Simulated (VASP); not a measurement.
# Sc: single point with PBEsol

Crystal: Sc.

```
CELL_PARAMETERS angstrom
-1.81564 1.81564 1.81564
1.81564 -1.81564 1.81564
1.81564 1.81564 -1.81564
ATOMIC_POSITIONS crystal
Sc 0.00000 0.00000 0.00000
```

```yaml
Program: VASP 6.6.1
Task: single point
Functional: PBEsol
Potentials_or_basis: VASP PAW PBE potentials, release 64 (Sc_sv)
Cutoff: 520 eV
k_mesh: 14 × 14 × 14
Occupations: fermi-dirac, width 0.1 eV
Spin: no spin polarisation
Dipole_correction: no
Further_INCAR_settings: ALGO = Normal; EDIFF = 1e-07; NBANDS = 12
```

```yaml
Pressure: 0.0 GPa
```

Levels at points of the mesh, in eV from the Fermi level:
```
           k point  band 3  band 4  band 5  band 6  band 7  band 8
(0.00, 0.00, 0.00)  -27.76  -27.76   -5.30    1.49    1.49    1.49
(0.50, 0.00, 0.00)  -27.90  -27.76   -1.83    0.27    0.52    2.95
(0.50, 0.50, 0.50)  -28.07  -28.07   -1.27   -1.27    4.02    4.02
```

It took 16 s on 1 thread of Intel(R) Xeon(R) Platinum 8259CL CPU @ 2.50GHz (Skylake/Cascade Lake), on a shared host, peak memory 0.15 GiB.

Caveat: the PAW data sets were made with another functional, which shifts forces and pressure a little.
